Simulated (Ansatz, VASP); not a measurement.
**Hf in VASP and in Ansatz**

```
Hf
1.0
     3.15801    0.00000    0.00000
    -1.57901    2.73492    0.00000
     0.00000    0.00000   26.00900
Hf
5
Direct
  0.00000 0.00000 0.31164
  0.33333 0.66667 0.40192
  0.00000 0.00000 0.50000
  0.33333 0.66667 0.59808
  0.00000 0.00000 0.68836
```

Alike in both runs: functional PBEsol; k mesh 13 × 13 × 1; occupations fermi-dirac, width 0.1 eV; no spin polarisation.

Ansatz relaxed the structure, and its values are those at the end. VASP's run is a single point on that final structure, the one shown.

|  | VASP | Ansatz |
| --- | --- | --- |
| version | VASP 6.6.1 | Ansatz 0.2.0 |
| potentials or method | VASP PAW PBE potentials, release 64 (Hf_pv), cutoff 520 eV | all-electron LAPW, scalar-relativistic |

```csv
,VASP,Ansatz,Ansatz less VASP
rms of the force components (eV/Å),0.019,0.001,-0.0175
```

VASP's potentials were made for PBE, not for PBEsol. Ansatz ran all-electron here, and VASP with PAW potentials.

Neither program's run includes spin-orbit coupling.
